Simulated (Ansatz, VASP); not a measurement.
Si in VASP and in Ansatz

```xyz
4
Lattice="0.0000 2.6599 4.6432 2.4223 0.0000 4.6432 2.4223 2.6599 0.0000" Properties=species:S:1:pos:R:3 pbc="T T T"
Si    2.4223    2.6599    2.0452
Si    2.4223    2.6599    7.2413
Si    2.4223    1.4502    4.6432
Si    2.4223    3.8696    4.6432
```

Alike in both runs: task single point; functional LDA; k mesh 10 × 10 × 10; occupations gaussian, width 0.02 eV; no spin polarisation.

```csv
,VASP,Ansatz
version,VASP 6.6.1,Ansatz 0.2.0
potentials or method,"VASP PAW LDA potentials, release 64 (Si), cutoff 520 eV","scalar-relativistic, plane waves, PAW"
valence electrons in the cell,16,16
```

```tsv
	VASP	Ansatz	Ansatz less VASP
gap on the k mesh at the Fermi level (eV)	none	none	-
pressure (GPa)	-0.7	-0.8	-0.09
traceless stress, the component that is largest in VASP (GPa)	1.69	1.68	-0.016
rms of the force components (eV/Å)	0.035	0.034	-0.0005
```

LDA's correlation is that of Perdew and Zunger in VASP and of Perdew and Wang (1992) in Ansatz. Atom by atom the forces differ by 0.001 eV/Å (rms over components). A gap of «none» marks a metal or a gap that the smearing closes. Ansatz's warnings: stress scf threshold loose.
